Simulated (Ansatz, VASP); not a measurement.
One calculation of Cu, two programs

The input POSCAR:

```
Cu
1.0
    0.0000000000      1.7881324402      1.7881324402
    1.7881324402      0.0000000000      1.7881324402
    1.7881324402      1.7881324402      0.0000000000
Cu
1
Direct
    0.0000000000      0.0000000000      0.0000000000
```

File INCAR.step1:

```
SYSTEM = Cu
  PREC = Accurate
  ENCUT = 520
  ISMEAR = -1
  SIGMA = 0.01
  LREAL = .False.
  LASPH = .True.
  NELM = 80
  NBANDS = 12
  GGA = PE
  ALGO = Normal
  EDIFF = 1E-4
  LWAVE = .True.
  LCHARG = .False.
```

File INCAR.step2:

```
SYSTEM = Cu
  PREC = Accurate
  ENCUT = 520
  EDIFF = 1E-6
  ISMEAR = -1
  SIGMA = 0.01
  LREAL = .False.
  LASPH = .True.
  NELM = 80
  ALGO = Normal
  ISIF = 2
  LWAVE = .False.
  LCHARG = .True.
  METAGGA = R2SCAN
  LMIXTAU = .True.
  LELF = .True.
  LVHAR = .True.
  NBANDS = 12
  ISTART = 1
```

KPOINTS

```
Automatic mesh
0
Gamma
  15 15 15
  0 0 0
```

Input for Ansatz:

```yaml
crystal:
  lattice:
    - [0.0, 1.7881324402, 1.7881324402]
    - [1.7881324402, 0.0, 1.7881324402]
    - [1.7881324402, 1.7881324402, 0.0]
  atoms:
    - { symbol: Cu, position: [0.0, 0.0, 0.0] }
hamiltonian:
  xc: r2scan
  pseudopotentials:
    kind: paw
    azcp:
      Cu: "pseudopotentials/Cu.paw.azcp"
basis:
  ecutwfc: 500
  fft_grid_basis: typed
kpoints:
  mp_grid: { grid: [15, 15, 15], shift: [0, 0, 0] }
magnetization:
  spin_polarized: false
scf:
  occupations: { method: fermi_dirac, width: 0.01 }
  lower_state_search: "off"
output:
  stress: true
```

Alike in both runs: task single point; functional r2SCAN; k mesh 15 × 15 × 15; occupations fermi-dirac, width 0.01 eV; no spin polarisation.

|  | VASP | Ansatz |
| --- | --- | --- |
| version | VASP 6.6.1 | Ansatz 0.2.0 |
| potentials or method | VASP PAW PBE potentials, release 64 (Cu), cutoff 520 eV | plane waves (500 eV) with PAW, scalar-relativistic |
| valence electrons in the cell | 11 | 19 |

Ansatz gave:

```
pressure (GPa) : -0.2
```

Task: Which values does VASP return?

Result: Pressure (GPa): 0.3.

VASP's potentials were made for PBE, not for r2SCAN. The functional is the same, so the differences come from potentials, cutoffs and numerics. VASP's potentials hold 11 valence electrons a cell and Ansatz's 19, so a difference there can come from the potentials and not from the codes.
